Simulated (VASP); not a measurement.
# Re (P6_3/mmc) in VASP: notebook

Runs on Re. Level: PBE. Tasks: single point.

Everything below comes from runs of VASP 6.6.1. Logs are shortened: lines on timing, memory, paths and dates and some standing lists are left out, and cuts for length are marked.

### 1 The cell of the first run

Symmetry: P6_3/mmc, No. 194, hexagonal system. The conventional cell has a = 2.761 Å, b = 2.761 Å, c = 4.369 Å, α = 90.00°, β = 90.00°, γ = 120.00°. Re (site symmetry -6m2) has 12 Re at 2.70 to 2.76 Å within 3.6 Å.

### 2 Single point, PBE

The input, INCAR:

```
ALGO = Normal ; EDIFF = 1E-6
ENCUT = 600 ; GGA = PE
GGA_COMPAT = False ; ISIF = 2
ISMEAR = -1 ; LASPH = True
LCHARG = False ; LREAL = False
LWAVE = False ; NBANDS = 14
NELM = 120 ; PREC = Accurate
SIGMA = 0.05
```

The input, KPOINTS:

```
k-points
0
Gamma
  11 11 6
```

The input, POSCAR:

```
Re
1.0
    2.7608000000      0.0000000000      0.0000000000
   -1.3804000000      2.3909229348      0.0000000000
    0.0000000000      0.0000000000      4.3690360000
Re
2
Direct
    0.6666666667      0.3333333333      0.7500000000
    0.3333333333      0.6666666667      0.2500000000
```

Potentials or basis: VASP PAW PBE potentials, release 64 (Re).

Command:

```console
cat potpaw_PBE.64/Re/POTCAR > POTCAR
mpirun -np 1 vasp_std > vasp.out
```

OUTCAR:

```text
EDIFF = 1E-6
   ENCUT = 600
   GGA = PE
   ISIF = 2
   ISMEAR = -1
   LASPH = True
   LREAL = False
   NELM = 120
   PREC = Accurate

 ion  position               nearest neighbor table
   1  0.667  0.333  0.750-   2 2.70   2 2.70   2 2.70   2 2.70   2 2.70   2 2.70
   2  0.333  0.667  0.250-   1 2.70   1 2.70   1 2.70   1 2.70   1 2.70   1 2.70

  LATTYP: Found a hexagonal cell.
 ALAT       =     2.7608000000
 C/A-ratio  =     1.5825253550

  Lattice vectors:

 A1 = (   2.7608000000,   0.0000000000,   0.0000000000)
 A2 = (  -1.3804000000,   2.3909229348,   0.0000000000)
 A3 = (   0.0000000000,   0.0000000000,   4.3690360000)

Analysis of symmetry for initial positions (statically):
=====================================================================
 Subroutine PRICEL returns:
 Original cell was already a primitive cell.

 Routine SETGRP: Setting up the symmetry group for a
 hexagonal supercell.

 Subroutine GETGRP returns: Found 24 space group operations
 (whereof 12 operations were pure point group operations)
 out of a pool of 24 trial point group operations.

The static configuration has the point symmetry D_3d.
 The point group associated with its full space group is D_6h.

Analysis of symmetry for dynamics (positions and initial velocities):
=====================================================================
 Subroutine PRICEL returns:
 Original cell was already a primitive cell.

 Routine SETGRP: Setting up the symmetry group for a
 hexagonal supercell.

 Subroutine GETGRP returns: Found 24 space group operations
 (whereof 12 operations were pure point group operations)
 out of a pool of 24 trial point group operations.

The dynamic configuration has the point symmetry D_3d.
 The point group associated with its full space group is D_6h.

 Subroutine INISYM returns: Found 24 space group operations
 (whereof 12 operations are pure point group operations),
 and found     1 'primitive' translations

----------------------------------------------------------------------------------------

                                     Primitive cell

  volume of cell :      28.8394

  direct lattice vectors                    reciprocal lattice vectors
     2.760800000  0.000000000  0.000000000     0.362213851  0.209124264  0.000000000
    -1.380400000  2.390922935  0.000000000     0.000000000  0.418248529  0.000000000
     0.000000000  0.000000000  4.369036000     0.000000000  0.000000000  0.228883442

  length of vectors
     2.760800000  2.760800000  4.369036000     0.418248529  0.418248529  0.228883442

  position of ions in fractional coordinates (direct lattice)
     0.666666667  0.333333333  0.750000000
     0.333333333  0.666666667  0.250000000

  ion indices of the primitive-cell ions
   primitive index   ion index
                 1           1
                 2           2

----------------------------------------------------------------------------------------

 KPOINTS: k-points

Automatic generation of k-mesh.
 Grid dimensions read from file:
 generate k-points for:   11   11    6

 Generating k-lattice:

  Cartesian coordinates                     Fractional coordinates (reciprocal lattice)
     0.032928532  0.019011297  0.000000000     0.090909091  0.000000000  0.000000000
     0.000000000  0.038022594  0.000000000     0.000000000  0.090909091  0.000000000
     0.000000000  0.000000000  0.038147240     0.000000000  0.000000000  0.166666667

  Length of vectors
     0.038022594  0.038022594  0.038147240

  Shift w.r.t. Gamma in fractional coordinates (k-lattice)
     0.000000000  0.000000000  0.000000000

 Subroutine IBZKPT returns following result:
 ===========================================

 Found     64 irreducible k-points:

 Following reciprocal coordinates:
            Coordinates               Weight
  0.000000  0.000000  0.000000      1.000000
  0.090909 -0.000000  0.000000      6.000000
  0.181818  0.000000  0.000000      6.000000
  0.272727  0.000000  0.000000      6.000000
  0.363636 -0.000000  0.000000      6.000000
  0.454545  0.000000  0.000000      6.000000
[... 16 lines left out ...]
  0.090909  0.090909  0.166667     12.000000
  0.181818  0.090909  0.166667     24.000000
 [... further k-points ...]
   k-points           NKPTS =     64   k-points in BZ     NKDIM =     64   number of bands    NBANDS=     14
   number of dos      NEDOS =    301   number of ions     NIONS =      2
   total plane-waves  NPLWV =  20736
   dimension x,y,z NGX =    24 NGY =   24 NGZ =   36
   dimension x,y,z NGXF=    48 NGYF=   48 NGZF=   72
   ions per type =               2
   NGX,Y,Z   is equivalent  to a cutoff of  14.45, 14.45, 13.70 a.u.
   NGXF,Y,Z  is equivalent  to a cutoff of  28.90, 28.90, 27.40 a.u.
 SYSTEM =  unknown system
   PREC   = accura    normal or accurate (medium, high low for compatibility)
   ISTART =      0    job   : 0-new  1-cont  2-samecut
   ICHARG =      2    charge: 1-file 2-atom 10-const
   ISPIN  =      1    spin polarized calculation?
   LNONCOLLINEAR =      F non collinear calculations
   LSORBIT =      F    spin-orbit coupling
   LASPH  =      T    aspherical Exc in radial PAW
   ENCUT  =  600.0 eV  44.10 Ry    6.64 a.u.   5.51  5.51  8.73*2*pi/ulx,y,z
   NELM   =    120;   NELMIN=  2; NELMDL= -5     # of ELM steps
   EDIFF  = 0.1E-05   stopping-criterion for ELM
   LREAL  =      F    real-space projection
   EDIFFG = 0.1E-04   stopping-criterion for IOM
   NSW    =      0    number of steps for IOM
   IBRION =     -1    ionic relax: 0-MD 1-quasi-New 2-CG
   NFREE  =      0    steps in history (QN), initial steepest desc. (CG)
   ISIF   =      2    stress and relaxation
   ISYM   =      2    0-nonsym 1-usesym 2-fastsym
   POTIM  = 0.5000    time-step for ionic-motion
   TEBEG  =    0.0;   TEEND  =   0.0 temperature during run
   PSTRESS=    0.0 pullay stress
   NELECT =      14.0000    total number of electrons
   NUPDOWN=      -1.0000    fix difference up-down
   EMIN   =  10.00;   EMAX   =-10.00  energy-range for DOS
   EFERMI =   0.00;   METHOD = LEGACY
   ISMEAR =    -1;   SIGMA  =   0.05  broadening in eV -4-tet -1-fermi 0-gaus
   EFERMI_NEDOS =   21; number of points for ismear=-14 and -15
   IALGO  =     38    algorithm
   IMIX   =      4    mixing-type and parameters
     AMIX     =   0.40;   BMIX     =  1.00
     AMIX_MAG =   1.60;   BMIX_MAG =  1.00
  volume/ion in A,a.u.               =      14.42        97.31
  Fermi-wavevector in a.u.,A,eV,Ry     =   1.286635  2.431388 22.523498  1.655430
  Thomas-Fermi vector in A             =   2.418698
   LORBIT       =      0    0 simple, 1 ext, 2 COOP (PROOUT), +10 PAW based schemes
   GGA     = PE    functional components
   LHFCALC =     F    Hartree Fock is set to
   AEXX    =    0.0000 exact exchange contribution
   IVDW    =     0    specifies the selected vdW correction
   LEPSILON=     F    determine dielectric tensor
   LRPA    =     F    only Hartree local field effects (RPA)
 non-spin polarized calculation
  energy-cutoff  :      600.00
  volume of cell :       28.84
 maximum number of plane-waves:       992
 NGX is ok and might be reduce to    24
   NGX = 11   NGY = 11   NGZ = 17

 number of electron      13.9999999 magnetization

 Free energy of the ion-electron system (eV)
  ---------------------------------------------------
  ext. energy  EPLUGINS =         0.00000000
  ---------------------------------------------------
  free energy    TOTEN  =       -24.79914612 eV

  energy without entropy =      -24.78427125  energy(sigma->0) =      -24.79170868

 E-fermi :   8.1293     XC(G=0): -13.8401

 val. band max:        8.1151757266   @ k =   0.3636   0.2727   0.0000
 cond. band min:       8.1381730888   @ k =   0.0000   0.0000   0.0000
 fundamental gap:      0.0229973621
 Fermi energy:         8.1293072045

 k-point     1 :       0.0000    0.0000    0.0000
  band No.  band energies     occupation
      1      -1.8683      2.00000
      2       1.3870      2.00000
      3       6.4627      2.00000
      4       6.4627      2.00000
      5       6.7627      2.00000
      6       7.3889      2.00000
      7       7.3889      2.00000
      8       8.1382      0.91157
      9       8.1382      0.91157
     10       9.0356      0.00000
     11      11.5887      0.00000
     12      11.5887      0.00000
     13      18.6577      0.00000
     14      22.2007      0.00000

 k-point     2 :       0.0909   -0.0000    0.0000
  band No.  band energies     occupation
      1      -1.5298      2.00000
      2       1.6942      2.00000
      3       5.8593      2.00000
      4       6.7736      2.00000
      5       7.1240      2.00000
      6       7.3050      2.00000
      7       7.4962      1.99999
      8       7.6809      1.99975
      9       7.8814      1.98606
     10       8.3136      0.04897
     11      11.7755      0.00000
     12      13.0076      0.00000
     13      18.6587      0.00000
     14      22.9445      0.00000

 k-point     3 :       0.1818    0.0000    0.0000
  band No.  band energies     occupation
      1      -0.5958      2.00000
      2       2.4178      2.00000
      3       5.1376      2.00000
      4       5.8574      2.00000
      5       6.6345      2.00000
      6       7.3109      2.00000
      7       7.6767      1.99977
      8       7.8641      1.99011
      9       8.0919      1.35748
     10       8.5214      0.00079
     11      12.1504      0.00000
     12      15.3191      0.00000
     13      18.4801      0.00000
     14      24.4736      0.00000

 k-point     4 :       0.2727    0.0000    0.0000
  band No.  band energies     occupation
      1       0.6503      2.00000
      2       2.7488      2.00000
      3       4.4100      2.00000
      4       5.0426      2.00000
      5       6.4536      2.00000
      6       6.7127      2.00000
      7       7.4436      2.00000
      8       9.0672      0.00000
      9       9.2815      0.00000
     10       9.7913      0.00000
     11      12.4779      0.00000
     12      17.6663      0.00000
     13      18.0561      0.00000
     14      22.6895      0.00000

 k-point     5 :       0.3636   -0.0000    0.0000
  band No.  band energies     occupation
      1       1.6599      2.00000
      2       2.4123      2.00000
      3       3.3822      2.00000
      4       5.5333      2.00000
      5       6.2499      2.00000
      6       7.0717      2.00000
      7       7.1070      2.00000
      8      10.6835      0.00000
      9      11.0382      0.00000
     10      11.2496      0.00000
     11      12.6807      0.00000
[... 276 lines left out ...]
 k-point    22 :       0.4545    0.0000    0.1667
  band No.  band energies     occupation
      1       1.6336      2.00000
      2       2.1682      2.00000
      3       3.6777      2.00000
      4       4.8345      2.00000
      5       6.2886      2.00000
      6       7.4694      2.00000
      7       8.3541      0.02206
      8      11.6440      0.00000
      9      12.0412      0.00000
     10      12.6070      0.00000
     11      13.0622      0.00000
     12      15.7157      0.00000
     13      18.1662      0.00000
     14      20.4500      0.00000

 k-point    23 :       0.0909    0.0909    0.1667
  band No.  band energies     occupation
      1      -0.5782      2.00000
      2       2.3112      2.00000
      3       5.3084      2.00000
      4       5.6168      2.00000
      5       6.5894      2.00000
      6       6.9697      2.00000
      7       7.3623      2.00000
      8       7.8422      1.99360
      9       8.5678      0.00031
     10       8.7028      0.00002
     11      11.9305      0.00000
     12      13.7893      0.00000
     13      19.9773      0.00000
     14      23.6425      0.00000

 k-point    24 :       0.1818    0.0909    0.1667
  band No.  band energies     occupation
      1       0.4756      2.00000
      2       3.0793      2.00000
      3       4.5178      2.00000
      4       4.7921      2.00000
      5       6.1844      2.00000
      6       6.8408      2.00000
      7       7.4328      2.00000
      8       8.4966      0.00129
      9       9.1223      0.00000
     10       9.5841      0.00000
     11      12.1058      0.00000
     12      15.2923      0.00000
     13      19.8161      0.00000
     14      24.2360      0.00000

 [... further k-points ...]

------------------------ aborting loop because EDIFF is reached ----------------------------------------

  FORCE on cell =-STRESS in cart. coord.  units (eV):
  Direction    XX          YY          ZZ          XY          YZ          ZX
  --------------------------------------------------------------------------------------
  -------------------------------------------------------------------------------------
  Total        1.9461122      1.9461122      3.8052699      0.0000000      0.0000000      0.0000000
  in kB      108.1165841    108.1165841    211.4023920      0.0000000      0.0000000      0.0000000
  external PRESSURE =     142.5451867 kB  Pullay stress =       0.0000000 kB

 VOLUME and BASIS-vectors are now :
 -----------------------------------------------------------------------------
  energy-cutoff  :      600.00
  volume of cell :       28.84
      direct lattice vectors                 reciprocal lattice vectors
     2.760800000  0.000000000  0.000000000     0.362213851  0.209124264  0.000000000
    -1.380400000  2.390922935  0.000000000     0.000000000  0.418248529  0.000000000
     0.000000000  0.000000000  4.369036000     0.000000000  0.000000000  0.228883442

 POSITION                                       TOTAL-FORCE (eV/Angst)
 -----------------------------------------------------------------------------------
      1.38040      0.79697      3.27678         0.000000     -0.000000      0.000000
     -0.00000      1.59395      1.09226        -0.000000      0.000000      0.000000
 -----------------------------------------------------------------------------------
    total drift:                               -0.000000      0.000000     -0.000000

  FREE ENERGIE OF THE ION-ELECTRON SYSTEM (eV)
  ---------------------------------------------------
  free  energy   TOTEN  =       -24.7991461184 eV

  energy  without entropy=      -24.7842712471  energy(sigma->0) =      -24.79170868
```

Wall time 36 s (1 thread of Intel Xeon 8259CL, shared host); peak memory 0.17 GiB.

What came out:

```yaml
Free_energy: -24.7991 eV
Pressure: 14.3 GPa
Band_gap_on_the_k_mesh: zero (band 7 reaches 9.53 eV, above the bottom of band 8 at 6.28 eV)
```

Stress tensor (GPa, compression positive):
```
10.81  0.00  0.00
 0.00 10.81  0.00
 0.00  0.00 21.14
```

Caveat: spin-orbit coupling is left out, which moves the levels of the heavy elements.

### 3 Single point, PBE

This run uses another cell than the first one, of 14.13 Å³/atom, 0.980 times its volume.

The input, INCAR:

```
SYSTEM = Re
  ALGO = Normal
  EDIFF = 1E-6
  ENCUT = 600
  GGA = PE
  GGA_COMPAT = .False.
  ISIF = 2
  ISMEAR = -1
  LASPH = .True.
  LCHARG = .False.
  LREAL = .False.
  LWAVE = .False.
  NBANDS = 14
  NELM = 120
  PREC = Accurate
  SIGMA = 0.05
```

The input, KPOINTS:

```
k-points
0
Gamma
  11 11 6
  0 0 0
```

Edit POSCAR of step 2 so:

```diff
@@ -4,3 +4,3 @@
    -1.3804000000      2.3909229348      0.0000000000
-    0.0000000000      0.0000000000      4.3690360000
+    0.0000000000      0.0000000000      4.2798720000
 Re
```

Potentials or basis: VASP PAW PBE potentials, release 64 (Re).

Command:

```console
cat potpaw_PBE.64/Re/POTCAR > POTCAR
mpirun -np 1 vasp_std > vasp.out
```

Run time: 35 s. Hardware: 1 thread of Intel Xeon 8259CL, shared host; peak memory 0.17 GiB.

It converged, with:

| Property | Result |
| --- | --- |
| Free energy | -24.6918 eV |
| Pressure | 24.1 GPa |
| Band gap on the k mesh | zero (band 7 reaches 9.85 eV, above the bottom of band 8 at 6.37 eV) |

Stress tensor (GPa, compression positive):
```
17.22  0.00  0.00
 0.00 17.22  0.00
 0.00  0.00 37.80
```

Levels at points of the mesh, in eV from the Fermi level:
| k point | band 5 | band 6 | band 7 | band 8 | band 9 | band 10 |
| --- | --- | --- | --- | --- | --- | --- |
| (0.00, 0.00, 0.00) | -1.13 | -0.73 | -0.73 | -0.18 | -0.18 | 1.23 |
| (0.00, 0.00, 0.50) | -2.01 | -2.01 | -2.01 | -2.01 | 2.78 | 2.78 |

Caveat: spin-orbit coupling is left out, which moves the levels of the heavy elements.

### 4 Single point, PBE

This run uses another cell than the first one, of 14.57 Å³/atom, 1.010 times its volume.

The input, INCAR:

```
ALGO = Normal
EDIFF = 1E-6
ENCUT = 600
GGA = PE
GGA_COMPAT = F
ISIF = 2
ISMEAR = -1
LASPH = T
LCHARG = F
LREAL = F
LWAVE = F
NBANDS = 14
NELM = 120
PREC = Accurate
SIGMA = 0.05
```

The input, KPOINTS:

```
k-points
0
Gamma
  11 11 6
```

Edit POSCAR of step 3 so:

```diff
@@ -4,3 +4,3 @@
    -1.3804000000      2.3909229348      0.0000000000
-    0.0000000000      0.0000000000      4.2798720000
+    0.0000000000      0.0000000000      4.4136180000
 Re
```

Command:

```console
cat potpaw_PBE.64/Re/POTCAR > POTCAR
mpirun -np 1 vasp_std > vasp.out
```

Wall time 40 s (1 thread of Intel Xeon 8259CL, shared host); peak memory 0.17 GiB.

It converged, with:

- Free energy: -24.8308 eV
- Pressure: 9.8 GPa
- Band gap on the k mesh: zero (band 7 reaches 9.38 eV, above the bottom of band 8 at 6.23 eV)

Stress tensor (GPa, compression positive):
```
 8.09  0.00  0.00
 0.00  8.09  0.00
 0.00  0.00 13.28
```

Levels at points of the mesh, in eV from the Fermi level:
```
           k point  band 4  band 5  band 6  band 7  band 8  band 9  band 10  band 11
(0.00, 0.00, 0.00)   -1.62   -1.48   -0.74   -0.74    0.10    0.10     0.76     3.41
(0.00, 0.00, 0.50)   -2.34   -1.78   -1.78   -1.78   -1.78    2.60     2.60     2.60
```

Caveat: spin-orbit coupling is left out, which moves the levels of the heavy elements.

### 5 Summary

| cell | gap on the mesh (eV) | pressure (GPa) |
| --- | --- | --- |
| a = 2.761, b = 2.761, c = 4.369 Å, angles 90.0, 90.0, 120.0°, 2 atoms | none | 14.3 |
| a = 2.761, b = 2.761, c = 4.280 Å, angles 90.0, 90.0, 120.0°, 2 atoms | none | 24.1 |
| a = 2.761, b = 2.761, c = 4.414 Å, angles 90.0, 90.0, 120.0°, 2 atoms | none | 9.8 |

Alike in all rows: task single point; level PBE; potentials or basis VASP PAW PBE potentials, release 64 (Re); no spin polarisation; k mesh 11 × 11 × 6; cutoff (eV) 600; smearing fermi-dirac 0.05 eV.

Caveats: spin-orbit coupling is left out, which moves the levels of the heavy elements.

Total energies depend on the potentials used, so only differences within one code and one set of settings carry meaning.
